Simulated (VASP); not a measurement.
TePb:

```
Pb Te
1.0
     5.53003    0.00000    0.00000
    -2.76502    4.78915    0.00000
     0.00000    0.00000    6.62052
Pb Te
2 2
Direct
  0.33333 0.66667 0.93795
  0.66667 0.33333 0.43795
  0.33333 0.66667 0.43705
  0.66667 0.33333 0.93705
```

* Program: VASP 6.6.1
* Task: relaxation of cell and atoms
* Functional: PBEsol
* Potentials or basis: VASP PAW PBE potentials, release 64 (Pb_d, Te)
* Cutoff: 600 eV
* k mesh: 6 × 6 × 4
* Occupations: fermi-dirac, width 0.02 eV
* Spin: no spin polarisation

At the start: pressure -1.6 GPa; volume 43.83 Å³/atom.

Task: How do energy, volume and symmetry change on relaxing?

Result: Over 9 steps the energy falls by 12.5 meV/atom and the volume is 41.49 Å³/atom (-5.3 %); space group P6_3/mmc (No. 194, to 0.1 Å) before and after.

The path:
| step | energy change (eV) | largest force (eV/Å) | pressure (GPa) | volume (Å³) |
| --- | --- | --- | --- | --- |
| 1 | 0.0000 | 0.0006 | -1.63 | 175.34 |
| 2 | -0.0481 | 0.0039 | 0.36 | 164.26 |
| 3 | -0.0501 | 0.0032 | 0.00 | 166.00 |
| 4 | -0.0501 | 0.0031 | -0.01 | 166.19 |
| 5 | -0.0501 | 0.0026 | -0.04 | 166.16 |
| 6 | -0.0501 | 0.0028 | -0.03 | 166.16 |
| 7 | -0.0501 | 0.0026 | 0.01 | 165.93 |
| 8 | -0.0501 | 0.0033 | -0.01 | 166.02 |
| 9 | -0.0502 | 0.0019 | 0.00 | 165.98 |

Final structure:
```xyz
4
Lattice="5.4332 0.0000 0.0000 -2.7166 4.7053 0.0000 0.0000 0.0000 6.4923" Properties=species:S:1:pos:R:3 pbc="T T T"
Pb    0.0000    3.1369    6.0891
Pb    2.7166    1.5684    2.8429
Te    0.0000    3.1369    2.8379
Te    2.7166    1.5684    6.0840
```

Caveat: the PAW data sets were made with another functional, which shifts forces and pressure a little.
